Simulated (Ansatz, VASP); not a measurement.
## SeO: VASP beside Ansatz

```
Se O
1.0
     2.87628    0.00000    0.00000
     0.00000    2.87628    0.00000
     0.00000    0.00000    3.00627
Se O
1 1
Cartesian
  1.4381 1.4381 1.5031
  0.0000 0.0000 0.0000
```

Alike in both runs: task relaxation of cell and atoms; functional PBE; k mesh 6 × 6 × 6; occupations gaussian, width 0.1 eV; no spin polarisation.

|  | VASP | Ansatz |
| --- | --- | --- |
| version | VASP 6.6.1 | Ansatz 0.2.0 |
| potentials or method | VASP PAW PBE potentials, release 64 (Se, O), cutoff 600 eV | scalar-relativistic, plane waves, PAW |
| valence electrons in the cell | 12 | 22 |

```csv
,VASP,Ansatz,Ansatz less VASP
"gap on the k mesh at the Fermi level, each at its own relaxed structure (eV)",none,none,-
relaxed volume (Å³/atom),12.46,12.45,-0.003
relaxed length of the cell vector where the two differ most in proportion (Å),2.920,2.919,-0.0010
```

A gap of «none» marks a metal or a gap that the smearing closes. VASP's potentials hold 12 valence electrons a cell and Ansatz's 22, so a difference there can come from the potentials and not from the codes.

The k mesh is coarse, so the values compare programs but aren't converged.
